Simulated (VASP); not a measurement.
A run of VASP 6.6.1 is set up as follows.

INCAR

```
PREC     = Accurate       # precision mode
ENCUT    = 520            # plane-wave cutoff, eV
EDIFF    = 1E-6           # SCF threshold, eV
ISMEAR   = 0              # smearing method
SIGMA    = 0.05           # smearing width, eV
LREAL    = False          # projectors in reciprocal space
LASPH    = True           # aspherical terms in the spheres
NELM     = 100            # most SCF steps
ALGO     = Normal         # electronic algorithm
ISIF     = 2              # what is computed and relaxed
LWAVE    = False          # write WAVECAR
LCHARG   = False          # write CHGCAR
GGA      = PE             # functional
NBANDS   = 26             # bands
```

File KPOINTS:

```
regular mesh
0
Gamma
  6 6 6
```

Contents of POSCAR:

```
C
1.0
    3.5714750638      0.0000000000      0.0000000000
    0.0000000000     -3.5714750638      0.0000000000
    0.0000000000      0.0000000000     -3.5714750638
C
8
Direct
    0.4935337612      0.0064662388      0.0064662388
    0.0000000000      0.5000000000      0.0000000000
    0.0000000000      0.0000000000      0.5000000000
    0.5000000000      0.5000000000      0.5000000000
    0.7500000000      0.7500000000      0.7500000000
    0.2500000000      0.2500000000      0.7500000000
    0.2500000000      0.7500000000      0.2500000000
    0.7500000000      0.2500000000      0.2500000000
```

Potentials or basis: VASP PAW PBE potentials, release 64 (C).

Run with:

```bash
$ cat potpaw_PBE.64/C/POTCAR > POTCAR
$ mpirun -np 1 vasp_std > vasp.out
```

Task: What does it give for the pressure?

Result: 0.9 GPa.

Task: What does it give for the band gap on the k mesh?

Result: 3.96 eV.

Task: Predict the largest force.

Result: 1.680 eV/Å.

Stress tensor (GPa, compression positive):
```
 0.86 -0.15 -0.15
-0.15  0.86 -0.15
-0.15 -0.15  0.86
```

Caveat: the cell differs from its parent crystal (atom 1 (C) moved -0.040 Å towards its neighbour atom 5 (C) at 1.546 Å); forces of over 1 eV/Å act on the atoms, so gaps and moduli don't describe the material at rest. A k mesh can miss the band edges.
